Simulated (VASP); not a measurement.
SnSe2, 6 atoms in the cell. Symmetry: P4_2/mnm, No. 136, tetragonal system. Conventional cell: a = 6.707 Å, b = 6.707 Å, c = 4.091 Å, α = 90.00°, β = 90.00°, γ = 90.00°. Sn (site symmetry mmm) has 6 Se at 2.75 to 2.91 Å within 3.6 Å. Se (site symmetry m2m) has 3 Sn at 2.75 to 2.91 Å within 3.6 Å.  This cell differs from its parent crystal: volume changed by +6%.

- Program: VASP 6.6.1
- Task: single point
- Functional: PBE
- Potentials or basis: VASP PAW PBE potentials, release 64 (Sn_d, Se)
- Cutoff: 520 eV
- k mesh: 4 × 4 × 6
- Occupations: fermi-dirac, width 0.02 eV
- Spin: no spin polarisation
- Dipole correction: no
- Further INCAR settings: ALGO = Normal; EDIFF = 1e-06; NBANDS = 35

Potentials or basis: VASP PAW PBE potentials, release 64 (Sn_d, Se).

The run is started by

```console
$ cat potpaw_PBE.64/Sn_d/POTCAR potpaw_PBE.64/Se/POTCAR > POTCAR
$ mpirun -np 1 vasp_std > vasp.out
```

Hardware: 1 thread of Intel(R) Xeon(R) Platinum 8259CL CPU @ 2.50GHz (Skylake/Cascade Lake), on a shared host.

Task: Estimate the wall time of this run.

Result: Wall time 110 s on 1 thread of Intel(R) Xeon(R) Platinum 8259CL CPU @ 2.50GHz (Skylake/Cascade Lake), on a shared host, peak memory 0.32 GiB. Counts: scf iterations 14, k points 24.
